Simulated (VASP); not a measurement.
A run of VASP 6.6.1 is set up as follows.

POSCAR

```
La
1.0
   -2.1238310700      2.1238310700      2.1238310700
    2.1238310700     -2.1238310700      2.1238310700
    2.1238310700      2.1238310700     -2.1238310700
La
1
Direct
    0.0000000000      0.0000000000      0.0000000000
```

File INCAR.step1:

```
SYSTEM = La
PREC     = Accurate       ! precision mode
ENCUT    = 520            ! plane-wave cutoff, eV
ISMEAR   = 1              ! smearing method
SIGMA    = 0.025          ! smearing width, eV
LREAL    = .False.        ! projectors in reciprocal space
LASPH    = .True.         ! aspherical terms in the spheres
NELM     = 100            ! most SCF steps
NBANDS   = 12             ! bands
GGA      = PE             ! functional
ALGO     = Normal         ! electronic algorithm
EDIFF    = 1E-4           ! SCF threshold, eV
LWAVE    = .True.         ! write WAVECAR
LCHARG   = .False.        ! write CHGCAR
```

Contents of INCAR.step2:

```
SYSTEM = La
PREC     = Accurate       ! precision mode
ENCUT    = 520            ! plane-wave cutoff, eV
EDIFF    = 1E-6           ! SCF threshold, eV
ISMEAR   = 1              ! smearing method
SIGMA    = 0.025          ! smearing width, eV
LREAL    = .False.        ! projectors in reciprocal space
LASPH    = .True.         ! aspherical terms in the spheres
NELM     = 100            ! most SCF steps
ALGO     = Normal         ! electronic algorithm
ISIF     = 2              ! what is computed and relaxed
LWAVE    = .False.        ! write WAVECAR
LCHARG   = .False.        ! write CHGCAR
METAGGA  = R2SCAN         ! meta-GGA
LMIXTAU  = .True.       
NBANDS   = 12             ! bands
ISTART   = 1
```

Contents of KPOINTS:

```
Automatic mesh
0
Gamma
  9 9 9
  0 0 0
```

Potentials or basis: VASP PAW PBE potentials, release 64 (La).

Run with:

```bash
$ cat potpaw_PBE.64/La/POTCAR > POTCAR
$ cp INCAR.step1 INCAR
$ mpirun -np 1 vasp_std > vasp.out
$ cp INCAR.step2 INCAR
$ mpirun -np 1 vasp_std > vasp.out
```

**Question.** Estimate the pressure.

**Answer.** -0.3 GPa.

**Question.** Predict the band gap on the k mesh.

**Answer.** Zero (an odd number of electrons rules out a gap without spin polarisation).

Caveat: the PAW data sets were made with another functional, which shifts forces and pressure a little; spin-orbit coupling is left out, which moves the levels of the heavy elements.
